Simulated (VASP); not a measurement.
Write the native input for VASP 6.6.1 that does the following.

```
Task                   : single point
Functional             : PBEsol
Potentials or basis    : VASP PAW PBE potentials, release 64 (C, Si, H)
Cutoff                 : 520 eV
k mesh                 : 4 × 8 × 1
Occupations            : gaussian, width 0.05 eV
Spin                   : no spin polarisation
Dipole correction      : yes
Further INCAR settings : LREAL = Auto; ALGO = Normal; EDIFF = 1e-06; NBANDS = 45
```

The structure of Si3H2C4 lies in POSCAR:

```
Si3H2C4
1.0
    6.1612406585      0.0000000000      0.0000000000
    0.0000000000      3.0806203293      0.0000000000
    0.0000000000      0.0000000000     20.0373883794
C Si H
8 6 4
Direct
    0.5000000000      0.5000000000      0.2321862369
    0.0000000000      0.5000000000      0.2321862369
    0.7500000000      0.0000000000      0.3408993827
    0.2500000000      0.0000000000      0.3408993827
   -0.0000024609      0.5000000000      0.4570804436
    0.5000011729      0.5000000000      0.4376719429
    0.3879598668      0.0000000000      0.5395091369
    0.6120525138      0.0000000000      0.5395091369
    0.2500000000      0.5000000000      0.2865428098
    0.7500000000      0.5000000000      0.2865428098
    0.5000021842      0.0000000000      0.3896991461
   -0.0000012973      0.0000000000      0.3979602862
    0.7243267926      0.5000000000      0.5017103584
    0.2756740664      0.5000000000      0.5017115314
    0.5000000000      0.2248963861      0.1983620084
    0.5000000000      0.7751036139      0.1983620084
    0.0000000000      0.7747262802      0.1982371399
    0.0000000000      0.2252737198      0.1982371399
```

The input as run:

INCAR

```
  ALGO = Normal
  DIPOL = 0.5 0.5 0.349
  EDIFF = 1E-6
  ENCUT = 520
  GGA = PS
  IDIPOL = 3
  ISIF = 2
  ISMEAR = 0
  LASPH = True
  LCHARG = True
  LDIPOL = True
  LELF = True
  LREAL = Auto
  LVACPOTAV = True
  LVHAR = True
  LWAVE = False
  NBANDS = 45
  NELM = 100
  PREC = Accurate
  SIGMA = 0.05
```

KPOINTS

```
k-points
0
Gamma
  4 8 1
```

Potentials or basis: VASP PAW PBE potentials, release 64 (C, Si, H).

The run is started by

```sh
$ cat potpaw_PBE.64/C/POTCAR potpaw_PBE.64/Si/POTCAR potpaw_PBE.64/H/POTCAR > POTCAR
$ mpirun -np 1 vasp_std > vasp.out
```

Results of the run:

* Largest force: 1.312 eV/Å
* Band gap on the k mesh: 0.04 eV, indirect (least direct gap 0.97 eV)

Caveat: the PAW data sets were made with another functional, which shifts forces and pressure a little.

Run time: 7.8 min on 1 thread of Intel Xeon 6975P-C, with other jobs on the host, peak memory 0.51 GiB.
